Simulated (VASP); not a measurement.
AlSn: single point with PBE

Crystal: AlSn.

```
Sn Al
1.0
     4.19811    0.00000    0.00000
    -2.09905    3.63567    0.00000
     0.00000    0.00000    3.30685
Sn Al
1 1
Direct
  0.33333 0.66667 0.50000
  0.00000 0.00000 0.00000
```

- Program: VASP 6.6.1
- Task: single point
- Functional: PBE
- Potentials or basis: VASP PAW PBE potentials, release 64 (Sn_d, Al)
- Cutoff: 520 eV
- k mesh: 7 × 7 × 8
- Occupations: gaussian, width 0.02 eV
- Spin: no spin polarisation

```
Pressure               : 0.2 GPa
Band gap on the k mesh : zero (an odd number of electrons rules out a gap without spin polarisation)
```

Stress tensor (GPa, compression positive):
```
-0.04  0.00  0.00
 0.00 -0.04  0.00
 0.00  0.00  0.77
```

Levels at points of the mesh, in eV from the Fermi level:
| k point | band 6 | band 7 | band 8 | band 9 | band 10 | band 11 |
| --- | --- | --- | --- | --- | --- | --- |
| (0.00, 0.00, 0.00) | -10.45 | -0.22 | -0.22 | 0.69 | 2.60 | 3.12 |
| (0.00, 0.00, 0.50) | -7.42 | -6.21 | 2.72 | 2.72 | 3.57 | 3.57 |

It took 43 s on 1 thread of Intel Xeon 8259CL, with other jobs on the host, peak memory 0.19 GiB.

Caveat: spin-orbit coupling is left out, which moves the levels of the heavy elements.
